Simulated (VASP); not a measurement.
# LiNbO3 (R3c) in VASP: single point with r2SCAN

Aim: the single point of LiNbO3 with r2SCAN.

Everything below comes from runs of VASP 6.6.1. Logs are shortened: lines on timing, memory, paths and dates and some standing lists are left out, and cuts for length are marked.

**1. The cell of the first run**

Symmetry: R3c, No. 161, trigonal system. The conventional cell has a = 5.123 Å, b = 5.123 Å, c = 13.792 Å, α = 90.00°, β = 90.00°, γ = 120.00°. Li (site symmetry 3) has 6 O at 2.03 to 2.23 Å within 2.7 Å. Within 2.5 Å of Nb (site symmetry 3) lie 6 O at 1.88 to 2.13 Å. Within 2.5 Å of O (site symmetry 1) lie 2 Nb at 1.88 to 2.13 Å and 2 Li at 2.03 to 2.23 Å.

**2. Single point, r2SCAN**

Contents of POSCAR:

```
LiNbO3
1.0
    2.5614136524      1.4788312050      4.5972084629
   -2.5614136524      1.4788312050      4.5972084629
    0.0000000000     -2.9576673801      4.5972068642
Li Nb O
2 2 6
Direct
    0.2775913207      0.2775913207      0.2775913207
    0.7775913207      0.7775913207      0.7775913207
   -0.0044532897     -0.0044532897     -0.0044532897
    0.4955467103      0.4955467103      0.4955467103
    0.1020323384      0.3597902810      0.7143393497
    0.7143393497      0.1020323384      0.3597902810
    0.3597902810      0.7143393497      0.1020323384
    0.2143393497      0.8597902810      0.6020323384
    0.8597902810      0.6020323384      0.2143393497
    0.6020323384      0.2143393497      0.8597902810
```

Contents of INCAR.step1:

```
ALGO     = Normal         # electronic algorithm
EDIFF    = 1E-4           # SCF threshold, eV
ENCUT    = 520            # plane-wave cutoff, eV
GGA      = PE             # functional
ISMEAR   = -1             # smearing method
LASPH    = T              # aspherical terms in the spheres
LCHARG   = F              # write CHGCAR
LREAL    = F              # projectors in reciprocal space
LWAVE    = T              # write WAVECAR
NBANDS   = 45             # bands
NELM     = 80             # most SCF steps
PREC     = Accurate       # precision mode
SIGMA    = 0.0265         # smearing width, eV
```

Contents of INCAR.step2:

```
ALGO     = Normal         # electronic algorithm
EDIFF    = 1E-6           # SCF threshold, eV
ENCUT    = 520            # plane-wave cutoff, eV
ISIF     = 2              # what is computed and relaxed
ISMEAR   = -1             # smearing method
ISTART   = 1            
LASPH    = T              # aspherical terms in the spheres
LCHARG   = F              # write CHGCAR
LMIXTAU  = T            
LREAL    = F              # projectors in reciprocal space
LWAVE    = F              # write WAVECAR
METAGGA  = R2SCAN         # meta-GGA
NBANDS   = 45             # bands
NELM     = 80             # most SCF steps
PREC     = Accurate       # precision mode
SIGMA    = 0.0265         # smearing width, eV
```

Contents of KPOINTS:

```
k-points
0
Gamma
  4 4 4
```

Potentials or basis: VASP PAW PBE potentials, release 64 (Li_sv, Nb_sv, O).

The run is started by

```
$ cat potpaw_PBE.64/Li_sv/POTCAR potpaw_PBE.64/Nb_sv/POTCAR potpaw_PBE.64/O/POTCAR > POTCAR
$ cp INCAR.step1 INCAR
$ mpirun -np 1 vasp_std > vasp.out
$ cp INCAR.step2 INCAR
$ mpirun -np 1 vasp_std > vasp.out
```

OUTCAR:

```text
EDIFF = 1E-6
   ENCUT = 520
   ISIF = 2
   ISMEAR = -1
   ISTART = 1
   LASPH = T
   LREAL = F
   METAGGA = R2SCAN
   NELM = 80
   PREC = Accurate

 ion  position               nearest neighbor table
   1  0.278  0.278  0.278-   8 2.03  10 2.03   9 2.03   7 2.23   6 2.23   5 2.23
   2  0.778  0.778  0.778-   7 2.03   6 2.03   5 2.03   8 2.23  10 2.23   9 2.23
   3  0.996  0.996  0.996-   5 1.88   6 1.88   7 1.88   9 2.13  10 2.13   8 2.13
   4  0.496  0.496  0.496-   9 1.88  10 1.88   8 1.88   5 2.13   6 2.13   7 2.13
   5  0.102  0.360  0.714-   3 1.88   2 2.03   4 2.13   1 2.23
   6  0.714  0.102  0.360-   3 1.88   2 2.03   4 2.13   1 2.23
   7  0.360  0.714  0.102-   3 1.88   2 2.03   4 2.13   1 2.23
   8  0.214  0.860  0.602-   4 1.88   1 2.03   3 2.13   2 2.23
   9  0.860  0.602  0.214-   4 1.88   1 2.03   3 2.13   2 2.23
  10  0.602  0.214  0.860-   4 1.88   1 2.03   3 2.13   2 2.23

  LATTYP: Found a trigonal (rhomboedric) cell.
 ALAT       =     5.4664528977
 COS(alpha) =     0.5608850583

  Lattice vectors:

 A1 = (   2.5614136524,   1.4788312050,   4.5972084629)
 A2 = (  -2.5614136524,   1.4788312050,   4.5972084629)
 A3 = (   0.0000000000,  -2.9576673801,   4.5972068642)

Analysis of symmetry for initial positions (statically):
=====================================================================
 Subroutine PRICEL returns:
 Original cell was already a primitive cell.

 Routine SETGRP: Setting up the symmetry group for a
 trigonal (rhombohedral) supercell.

 Subroutine GETGRP returns: Found  6 space group operations
 (whereof  3 operations were pure point group operations)
 out of a pool of 12 trial point group operations.

The static configuration has the point symmetry C_3 .
 The point group associated with its full space group is C_3v.

Analysis of symmetry for dynamics (positions and initial velocities):
=====================================================================
 Subroutine PRICEL returns:
 Original cell was already a primitive cell.

 Routine SETGRP: Setting up the symmetry group for a
 trigonal (rhombohedral) supercell.

 Subroutine GETGRP returns: Found  6 space group operations
 (whereof  3 operations were pure point group operations)
 out of a pool of 12 trial point group operations.

The dynamic configuration has the point symmetry C_3 .
 The point group associated with its full space group is C_3v.

 Subroutine INISYM returns: Found  6 space group operations
 (whereof  3 operations are pure point group operations),
[... 101 lines left out ...]
   LREAL  =      F    real-space projection
[... 7 lines left out ...]
   TEBEG  =    0.0;   TEEND  =   0.0 temperature during run
   PSTRESS=    0.0 pullay stress
   NELECT =      68.0000    total number of electrons
   NUPDOWN=      -1.0000    fix difference up-down
   EMIN   =  10.00;   EMAX   =-10.00  energy-range for DOS
   EFERMI =   0.00;   METHOD = LEGACY
   ISMEAR =    -1;   SIGMA  =   0.03  broadening in eV -4-tet -1-fermi 0-gaus
   EFERMI_NEDOS =   21; number of points for ismear=-14 and -15
   IALGO  =     38    algorithm
   IMIX   =      4    mixing-type and parameters
     AMIX     =   0.40;   BMIX     =  1.00
     AMIX_MAG =   1.60;   BMIX_MAG =  1.00
  volume/ion in A,a.u.               =      10.45        70.51
  Fermi-wavevector in a.u.,A,eV,Ry     =   1.418719  2.680990 27.385313  2.012764
  Thomas-Fermi vector in A             =   2.539815
   LORBIT       =      0    0 simple, 1 ext, 2 COOP (PROOUT), +10 PAW based schemes
   METAGGA = R2SCAN    functional components
   LHFCALC =     F    Hartree Fock is set to
   AEXX    =    0.0000 exact exchange contribution
   IVDW    =     0    specifies the selected vdW correction
   LEPSILON=     F    determine dielectric tensor
   LRPA    =     F    only Hartree local field effects (RPA)
 non-spin polarized calculation
  energy-cutoff  :      520.00
  volume of cell :      104.48
 maximum number of plane-waves:      2840
 NGX is ok and might be reduce to    42
   NGX = 21   NGY = 21   NGZ = 21

 number of electron      68.0000000 magnetization

 Free energy of the ion-electron system (eV)
  ---------------------------------------------------
  ext. energy  EPLUGINS =         0.00000000
  ---------------------------------------------------
  free energy    TOTEN  =      -118.63978121 eV

  energy without entropy =     -118.63978121  energy(sigma->0) =     -118.63978121

 E-fermi :   4.0204     XC(G=0): -11.5856

 val. band max:        3.2954422750   @ k =   0.0000   0.0000   0.0000
 cond. band min:       7.3343981314   @ k =   0.5000   0.2500  -0.0000
 fundamental gap:      4.0389558564
 Fermi energy:         4.0204368457

 k-point     1 :       0.0000    0.0000    0.0000
  band No.  band energies     occupation
      1     -52.5436      2.00000
      2     -52.5254      2.00000
      3     -40.4345      2.00000
      4     -40.4317      2.00000
      5     -28.1401      2.00000
      6     -28.1401      2.00000
[... 613 lines left out ...]
     44      12.5142      0.00000
     45      13.4567      0.00000

------------------------ aborting loop because EDIFF is reached ----------------------------------------

  FORCE on cell =-STRESS in cart. coord.  units (eV):
  Direction    XX          YY          ZZ          XY          YZ          ZX
  --------------------------------------------------------------------------------------
  -------------------------------------------------------------------------------------
  Total        0.7214084      0.7214084      1.2583851      0.0000000     -0.0000002      0.0000000
  in kB       11.0623541     11.0623541     19.2965616      0.0000000     -0.0000030      0.0000000
  external PRESSURE =      13.8070899 kB  Pullay stress =       0.0000000 kB

 VOLUME and BASIS-vectors are now :
 -----------------------------------------------------------------------------
  energy-cutoff  :      520.00
  volume of cell :      104.48
      direct lattice vectors                 reciprocal lattice vectors
     2.561413652  1.478831205  4.597208463     0.195204706  0.112701464  0.072507819
    -2.561413652  1.478831205  4.597208463    -0.195204706  0.112701464  0.072507819
     0.000000000 -2.957667380  4.597206864     0.000000000 -0.225403006  0.072507697

 POSITION                                       TOTAL-FORCE (eV/Angst)
 -----------------------------------------------------------------------------------
      0.00000     -0.00000      3.82844         0.000000     -0.000000      0.047281
      0.00000     -0.00000     10.72425         0.000000     -0.000000      0.047281
      0.00000     -0.00000     13.73021         0.000000      0.000000     -0.032052
      0.00000     -0.00000      6.83439         0.000000      0.000000     -0.032052
     -0.66022     -1.42982      5.40706        -0.009088      0.006187     -0.005076
      1.56837      0.14314      5.40706        -0.000814     -0.010964     -0.005076
     -0.90815      1.28668      5.40706         0.009902      0.004777     -0.005076
     -1.65327     -0.19215      7.70567        -0.009902      0.004777     -0.005076
      0.66022      1.52784      7.70567         0.009088      0.006187     -0.005076
      0.99304     -1.33570      7.70566         0.000814     -0.010964     -0.005076
 -----------------------------------------------------------------------------------
    total drift:                                0.000000      0.000001      0.083523

  FREE ENERGIE OF THE ION-ELECTRON SYSTEM (eV)
  ---------------------------------------------------
  free  energy   TOTEN  =      -118.6397812149 eV

  energy  without entropy=     -118.6397812149  energy(sigma->0) =     -118.63978121
```

OUTCAR.step1:

```text
EDIFF = 1E-4
   ENCUT = 520
   GGA = PE
   ISMEAR = -1
   LASPH = T
[... 864 lines left out ...]
     -0.90815      1.28668      5.40706         0.097041      0.037239      0.034364
     -1.65327     -0.19215      7.70567        -0.097041      0.037239      0.034364
      0.66022      1.52784      7.70567         0.080770      0.065420      0.034364
      0.99304     -1.33570      7.70566         0.016270     -0.102659      0.034364
 -----------------------------------------------------------------------------------
    total drift:                                0.000000      0.000001     -0.001067

  FREE ENERGIE OF THE ION-ELECTRON SYSTEM (eV)
  ---------------------------------------------------
  free  energy   TOTEN  =       -79.9729038224 eV

  energy  without entropy=      -79.9729038224  energy(sigma->0) =      -79.97290382
```

It took 13 min on 1 thread of Intel Xeon 8259CL, shared host; peak memory 0.31 GiB.

Results:

```
Free energy            : -118.6398 eV
Largest force          : 0.047 eV/Å
Band gap on the k mesh : 4.04 eV (least direct gap 4.09 eV)
```

Forces on the atoms (eV/Å):
```
Li   0.000  0.000  0.047
Li   0.000  0.000  0.047
Nb   0.000  0.000 -0.032
Nb   0.000  0.000 -0.032
O   -0.009  0.006 -0.005
O   -0.001 -0.011 -0.005
O    0.010  0.005 -0.005
O   -0.010  0.005 -0.005
O    0.009  0.006 -0.005
O    0.001 -0.011 -0.005
```

Levels at points of the mesh, in eV from the valence-band top:
```csv
k point,band 32,band 33,band 34,band 35,band 36,band 37
"(0.00, 0.00, 0.00)",-0.51,0.00,0.00,4.09,4.09,4.52
"(0.50, 0.00, 0.00)",-0.27,-0.17,-0.17,4.33,4.33,5.20
"(0.50, 0.50, 0.00)",-0.65,-0.45,-0.20,4.16,4.59,5.07
"(0.50, 0.50, 0.50)",-0.29,-0.29,-0.29,5.12,5.12,5.33
```

Caveat: the cutoff is under 1.25 times the usual one of these potentials, so pressure, stress and relaxed cells hold a basis-set (Pulay) error; the PAW data sets were made with another functional, which shifts forces and pressure a little.
